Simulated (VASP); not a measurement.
# Hf3Br (Pm-3m) in VASP: a series of runs, part 2 of 2

VASP 6.6.1.

### 3 Single point, PBE

This run uses another cell than the first one, of 21.99 Å³/atom, 1.010 times its volume.

Input file INCAR:

```
  ALGO = Normal
  EDIFF = 1E-7
  ENCUT = 520
  GGA = PE
  ISIF = 2
  ISMEAR = 0
  LASPH = T
  LCHARG = T
  LELF = T
  LREAL = F
  LVHAR = T
  LWAVE = F
  NBANDS = 26
  NELM = 60
  PREC = Accurate
  SIGMA = 0.1
```

Input file KPOINTS:

```
k-points
0
Gamma
  10 10 10
```

Input file POSCAR:

```
Hf3Br
1.0
    4.4470116898      0.0000000000      0.0000000000
    0.0000000000      4.4470116898      0.0000000000
    0.0000000000      0.0000000000      4.4470116898
Hf Br
3 1
Direct
    0.0000000000      0.5000000000      0.5000000000
    0.5000000000      0.0000000000      0.5000000000
    0.5000000000      0.5000000000      0.0000000000
    0.0000000000      0.0000000000      0.0000000000
```

Potentials or basis: VASP PAW PBE potentials, release 64 (Hf_pv, Br).

Command:

```bash
cat potpaw_PBE.64/Hf_pv/POTCAR potpaw_PBE.64/Br/POTCAR > POTCAR
mpirun -np 1 vasp_std > vasp.out
```

OUTCAR:

```text
EDIFF = 1E-7
   ENCUT = 520
   GGA = PE
   ISIF = 2
   ISMEAR = 0
   LASPH = T
   LREAL = F
   NELM = 60
   PREC = Accurate

 ion  position               nearest neighbor table
   1  0.000  0.500  0.500-   2 3.14   3 3.14   4 3.14   3 3.14   4 3.14   2 3.14   4 3.14   4 3.14
                             2 3.14   3 3.14   3 3.14   2 3.14
   2  0.500  0.000  0.500-   1 3.14   3 3.14   4 3.14   3 3.14   4 3.14   1 3.14   3 3.14   3 3.14
                             1 3.14   4 3.14   4 3.14   1 3.14
   3  0.500  0.500  0.000-   1 3.14   2 3.14   4 3.14   1 3.14   2 3.14   2 3.14   4 3.14   2 3.14
                             1 3.14   4 3.14   1 3.14   4 3.14
   4  0.000  0.000  0.000-   1 3.14   2 3.14   3 3.14   1 3.14   2 3.14   1 3.14   3 3.14   1 3.14
                             2 3.14   3 3.14   2 3.14   3 3.14

  LATTYP: Found a simple cubic cell.
 ALAT       =     4.4470116898

  Lattice vectors:

 A1 = (   4.4470116898,   0.0000000000,   0.0000000000)
 A2 = (   0.0000000000,   4.4470116898,   0.0000000000)
 A3 = (   0.0000000000,   0.0000000000,   4.4470116898)

Analysis of symmetry for initial positions (statically):
=====================================================================
 Subroutine PRICEL returns:
 Original cell was already a primitive cell.

 Routine SETGRP: Setting up the symmetry group for a
 simple cubic supercell.

 Subroutine GETGRP returns: Found 48 space group operations
 (whereof 48 operations were pure point group operations)
 out of a pool of 48 trial point group operations.

The static configuration has the point symmetry O_h .

Analysis of symmetry for dynamics (positions and initial velocities):
=====================================================================
 Subroutine PRICEL returns:
 Original cell was already a primitive cell.

 Routine SETGRP: Setting up the symmetry group for a
[... 122 lines left out ...]
   NUPDOWN=      -1.0000    fix difference up-down
   EMIN   =  10.00;   EMAX   =-10.00  energy-range for DOS
   EFERMI =   0.00;   METHOD = LEGACY
   ISMEAR =     0;   SIGMA  =   0.10  broadening in eV -4-tet -1-fermi 0-gaus
   EFERMI_NEDOS =   21; number of points for ismear=-14 and -15
   IALGO  =     38    algorithm
   IMIX   =      4    mixing-type and parameters
     AMIX     =   0.40;   BMIX     =  1.00
     AMIX_MAG =   1.60;   BMIX_MAG =  1.00
  volume/ion in A,a.u.               =      21.99       148.37
  Fermi-wavevector in a.u.,A,eV,Ry     =   1.226706  2.318138 20.474148  1.504807
  Thomas-Fermi vector in A             =   2.361697
   LORBIT       =      0    0 simple, 1 ext, 2 COOP (PROOUT), +10 PAW based schemes
   GGA     = PE    functional components
   LHFCALC =     F    Hartree Fock is set to
   AEXX    =    0.0000 exact exchange contribution
   IVDW    =     0    specifies the selected vdW correction
   LEPSILON=     F    determine dielectric tensor
   LRPA    =     F    only Hartree local field effects (RPA)
 non-spin polarized calculation
 Gauss-broadening in eV      SIGMA  =   0.10
  energy-cutoff  :      520.00
  volume of cell :       87.94
 maximum number of plane-waves:      2393
 NGX is ok and might be reduce to    36
   NGX = 17   NGY = 17   NGZ = 17

 number of electron      36.9999994 magnetization

 Free energy of the ion-electron system (eV)
  ---------------------------------------------------
  ext. energy  EPLUGINS =         0.00000000
  ---------------------------------------------------
  free energy    TOTEN  =       -29.80883272 eV

  energy without entropy =      -29.77944464  energy(sigma->0) =      -29.79413868

 E-fermi :   5.6313     XC(G=0): -11.0941

 val. band max:        5.6250495551   @ k =   0.4000   0.3000   0.0000
 cond. band min:       5.6480396985   @ k =   0.5000   0.3000   0.2000
 fundamental gap:      0.0229901434
 Fermi energy:         5.6313054391

 k-point     1 :       0.0000    0.0000    0.0000
  band No.  band energies     occupation
      1     -25.4006      2.00000
      2     -25.4006      2.00000
      3     -25.4006      2.00000
      4     -25.1468      2.00000
      5     -25.1468      2.00000
      6     -25.1468      2.00000
[... 685 lines left out ...]
     25       8.6097      0.00000
     26       8.8978      0.00000

 [... further k-points ...]
[... 5 lines left out ...]
  --------------------------------------------------------------------------------------
  -------------------------------------------------------------------------------------
  Total       -0.2467423     -0.2467423     -0.2467423     -0.0000000      0.0000000     -0.0000000
  in kB       -4.4952041     -4.4952041     -4.4952041     -0.0000000      0.0000000     -0.0000000
  external PRESSURE =      -4.4952041 kB  Pullay stress =       0.0000000 kB

 VOLUME and BASIS-vectors are now :
 -----------------------------------------------------------------------------
  energy-cutoff  :      520.00
  volume of cell :       87.94
      direct lattice vectors                 reciprocal lattice vectors
     4.447011690  0.000000000  0.000000000     0.224870108  0.000000000  0.000000000
     0.000000000  4.447011690  0.000000000     0.000000000  0.224870108  0.000000000
     0.000000000  0.000000000  4.447011690     0.000000000  0.000000000  0.224870108

 POSITION                                       TOTAL-FORCE (eV/Angst)
 -----------------------------------------------------------------------------------
      0.00000      2.22351      2.22351         0.000000      0.000000      0.000000
      2.22351      0.00000      2.22351         0.000000      0.000000      0.000000
      2.22351      2.22351      0.00000         0.000000      0.000000      0.000000
      0.00000      0.00000      0.00000         0.000000      0.000000      0.000000
 -----------------------------------------------------------------------------------
    total drift:                                0.000000      0.000000      0.000000

  FREE ENERGIE OF THE ION-ELECTRON SYSTEM (eV)
  ---------------------------------------------------
  free  energy   TOTEN  =       -29.8088327183 eV

  energy  without entropy=      -29.7794446449  energy(sigma->0) =      -29.79413868
```

stdout:

```text
POSCAR found type information on POSCAR HfBr
 POSCAR found :  2 types and       4 ions
 scaLAPACK will be used
 LDA part: xc-table for (Slater+PW92), standard interpolation
 POSCAR, INCAR and KPOINTS ok, starting setup
 FFT: planning ... GRIDC
 FFT: planning ... GRID_SOFT
 FFT: planning ... GRID
 WAVECAR not read
 entering main loop
```

Run time: 54 s. Hardware: 1 thread of Intel Xeon 6975P-C (Granite Rapids), shared host; peak memory 0.27 GiB.

Results:

```yaml
Free_energy: -29.8088 eV
Pressure: -0.4 GPa
```

Caveat: spin-orbit coupling is left out, which moves the levels of the heavy elements; an odd number of electrons without spin polarisation forces a metal; a magnetic or distorted state may lie lower.

### 4 Relaxation of cell and atoms, PBE

Input file INCAR:

```
ALGO = Normal ; EDIFF = 1E-6
EDIFFG = -0.01 ; ENCUT = 600
GGA = PE ; IBRION = 2
ISIF = 3 ; ISMEAR = 0
LASPH = T ; LCHARG = F
LREAL = F ; LWAVE = F
NELM = 60 ; NSW = 100
PREC = Accurate ; SIGMA = 0.1
```

KPOINTS is that of step 3.

Input file POSCAR:

```
Hf3Br
1.0
    4.4323592100      0.0000000000      0.0000000000
    0.0000000000      4.4323592100      0.0000000000
    0.0000000000      0.0000000000      4.4323592100
Hf Br
3 1
Direct
    0.0000000000      0.5000000000      0.5000000000
    0.5000000000      0.0000000000      0.5000000000
    0.5000000000      0.5000000000      0.0000000000
    0.0000000000      0.0000000000      0.0000000000
```

Command:

```bash
cat potpaw_PBE.64/Hf_pv/POTCAR potpaw_PBE.64/Br/POTCAR > POTCAR
mpirun -np 1 vasp_std > vasp.out
```

Run time: 81 s. Hardware: 1 thread of Intel Xeon 6975P-C (Granite Rapids), shared host; peak memory 0.3 GiB.

The run converged. Its results:

```
Free energy                            : -29.8101 eV
Relaxed volume                         : 21.86 Å³/atom
Relaxed cell                           : a = 4.439 Å, b = 4.439 Å, c = 4.439 Å, α = 90.00°, β = 90.00°, γ = 90.00°
Space group after relaxing (to 0.05 Å) : Pm-3m (No. 221)
Energy gained by relaxing              : 0.1 meV/atom
Ionic steps                            : 3
Pressure after relaxing                : 0.0 GPa
```

Step by step:
| step | energy change (eV) | largest force (eV/Å) | pressure (GPa) | volume (Å³) |
| --- | --- | --- | --- | --- |
| 1 | 0.0000 | 0.0000 | 0.34 | 87.08 |
| 2 | -0.0003 | 0.0000 | -0.19 | 87.66 |
| 3 | -0.0004 | 0.0000 | 0.00 | 87.45 |

Final structure:
```
Hf Br
1.0
     4.43865    0.00000    0.00000
     0.00000    4.43865    0.00000
     0.00000    0.00000    4.43865
Hf Br
3 1
Direct
  0.00000 0.50000 0.50000
  0.50000 0.00000 0.50000
  0.50000 0.50000 0.00000
  0.00000 0.00000 0.00000
```

Levels at points of the mesh, in eV from the Fermi level:
| k point | band 16 | band 17 | band 18 | band 19 | band 20 | band 21 |
| --- | --- | --- | --- | --- | --- | --- |
| (0.00, 0.00, 0.00) | -2.77 | -1.74 | -1.74 | -1.74 | -1.70 | 2.24 |
| (0.50, 0.00, 0.00) | -1.00 | -0.99 | 0.06 | 0.32 | 0.32 | 0.77 |
| (0.50, 0.50, 0.00) | -1.05 | -0.54 | 0.48 | 0.48 | 0.93 | 1.06 |
| (0.50, 0.50, 0.50) | -3.31 | -0.24 | 0.70 | 0.78 | 0.78 | 0.78 |

Caveat: spin-orbit coupling is left out, which moves the levels of the heavy elements; an odd number of electrons without spin polarisation forces a metal; a magnetic or distorted state may lie lower.

### 5 Summary

```csv
task,cell,k mesh,cutoff (eV),gap on the mesh (eV),pressure (GPa)
single point,"a = 4.432 Å, 4 atoms",4 × 4 × 4,520,none,0.2
single point,"a = 4.447 Å, 4 atoms",10 × 10 × 10,520,none,-0.4
relaxation of cell and atoms,"relaxed from a = 4.432 Å, 4 atoms",10 × 10 × 10,600,none,0.0
```

Alike in all rows: level PBE; potentials or basis VASP PAW PBE potentials, release 64 (Hf_pv, Br); no spin polarisation; smearing gaussian 0.1 eV.

Caveats: spin-orbit coupling is left out, which moves the levels of the heavy elements; an odd number of electrons without spin polarisation forces a metal; a magnetic or distorted state may lie lower.

Total energies depend on the potentials used, so only differences within one code and one set of settings carry meaning.
